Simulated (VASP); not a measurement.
A run of VASP 6.6.1 is set up as follows.

INCAR

```
PREC     = Accurate       # precision mode
ENCUT    = 600            # plane-wave cutoff, eV
EDIFF    = 1E-6           # SCF threshold, eV
ISMEAR   = 0              # smearing method
SIGMA    = 0.05           # smearing width, eV
LREAL    = F              # projectors in reciprocal space
LASPH    = T              # aspherical terms in the spheres
NELM     = 120            # most SCF steps
ALGO     = Normal         # electronic algorithm
ISIF     = 2              # what is computed and relaxed
LWAVE    = F              # write WAVECAR
LCHARG   = F              # write CHGCAR
GGA      = B5             # functional
ALDAX    = 1.0          
AGGAX    = 1.0          
AGGAC    = 1.0          
ALDAC    = 0.0          
IVDW     = 12             # dispersion correction
VDW_S6   = 1.0          
VDW_S8   = 2.6996       
VDW_A1   = 0.4298       
VDW_A2   = 4.2359       
NBANDS   = 11             # bands
GGA_COMPAT= F
```

KPOINTS

```
Automatic mesh
0
Gamma
  8 8 8
```

The input POSCAR:

```
MgSe
1.0
    0.0000000000      2.7110848655      2.7110848655
    2.7110848655      0.0000000000      2.7110848655
    2.7110848655      2.7110848655      0.0000000000
Mg Se
1 1
Direct
    0.0000000000      0.0000000000      0.0000000000
    0.5000000000      0.5000000000      0.5000000000
```

Potentials or basis: VASP PAW PBE potentials, release 64 (Mg, Se).

Launch:

```sh
$ cat potpaw_PBE.64/Mg/POTCAR potpaw_PBE.64/Se/POTCAR > POTCAR
$ mpirun -np 1 vasp_std > vasp.out
```

Task: Estimate the pressure.

Result: -1.3 GPa.

Task: Estimate the dispersion energy per atom.

Result: -0.859 eV.

Task: What does it give for the band gap on the k mesh?

Result: 1.90 eV, indirect (least direct gap 2.88 eV).

Caveat: the PAW data sets were made with another functional, which shifts forces and pressure a little. BLYP gaps usually lie below the measured ones, often by a third to a half.
